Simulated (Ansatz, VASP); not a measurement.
# Two plane-wave programs on Sb

The input INCAR:

```
PREC = Accurate
ENCUT = 520
EDIFF = 1E-6
ISMEAR = 0
SIGMA = 0.2
LREAL = F
LASPH = T
NELM = 60
ALGO = Normal
ISIF = 2
LWAVE = F
LCHARG = F
GGA = PE
NBANDS = 30
```

KPOINTS

```
Automatic mesh
0
Gamma
  6 6 1
```

File POSCAR:

```
Sb
1.0
    4.2524400993      0.0000000000      0.0000000000
   -2.1262200496      3.6827211540      0.0000000000
    0.0000000000      0.0000000000     19.4115319456
Sb
8
Direct
    0.0000000000      0.0000000000      0.3946038262
    0.0000000000      0.0000000000      0.8946038261
    0.0000000000      0.0000000000      0.1053961738
    0.0000000000      0.0000000000      0.6053961738
    0.3333333333      0.6666666667      0.3134944569
    0.3333333333      0.6666666667      0.8134944569
    0.6666666667      0.3333333333      0.1865055431
    0.6666666667      0.3333333333      0.6865055431
```

Input for Ansatz:

```yaml
crystal:
  lattice:
    - [4.2524400993, 0.0, 0.0]
    - [-2.1262200496, 3.682721154, 0.0]
    - [0.0, 0.0, 19.4115319456]
  atoms:
    - { symbol: Sb, position: [0.0, 0.0, 0.3946038262] }
    - { symbol: Sb, position: [0.0, 0.0, 0.8946038261] }
    - { symbol: Sb, position: [0.0, 0.0, 0.1053961738] }
    - { symbol: Sb, position: [0.0, 0.0, 0.6053961738] }
    - { symbol: Sb, position: [0.3333333333, 0.6666666667, 0.3134944569] }
    - { symbol: Sb, position: [0.3333333333, 0.6666666667, 0.8134944569] }
    - { symbol: Sb, position: [0.6666666667, 0.3333333333, 0.1865055431] }
    - { symbol: Sb, position: [0.6666666667, 0.3333333333, 0.6865055431] }
basis:
  ecutwfc: 420
kpoints:
  mp_grid: { grid: [6, 6, 1] }
hamiltonian:
  xc: pbe
scf:
  occupations: { method: gaussian, width: 0.2 }
  lower_state_search: "off"
output:
  forces: true
  stress: true
  eigenvalues: true
```

Alike in both runs: task single point; functional PBE; k mesh 6 × 6 × 1; occupations gaussian, width 0.2 eV; no spin polarisation.

|  | VASP | Ansatz |
| --- | --- | --- |
| version | VASP 6.6.1 | Ansatz 0.2.0 |
| potentials or method | VASP PAW PBE potentials, release 64 (Sb), cutoff 520 eV | scalar-relativistic, plane waves, PAW |
| valence electrons in the cell | 40 | 120 |

```csv
,VASP,Ansatz,Ansatz less VASP
gap on the k mesh at the Fermi level (eV),0.26,0.23,-0.025
least direct gap on the mesh (eV),0.49,0.46,-0.036
pressure (GPa),0.1,0.1,-0.09
"traceless stress, the component that is largest in VASP (GPa)",-0.18,-0.20,-0.020
rms of the force components (eV/Å),0.011,0.027,+0.0158
```

Atom by atom the forces differ by 0.034 eV/Å (rms over components). VASP's potentials hold 40 valence electrons a cell and Ansatz's 120, so a difference there can come from the potentials and not from the codes.

Spin-orbit coupling is off throughout.
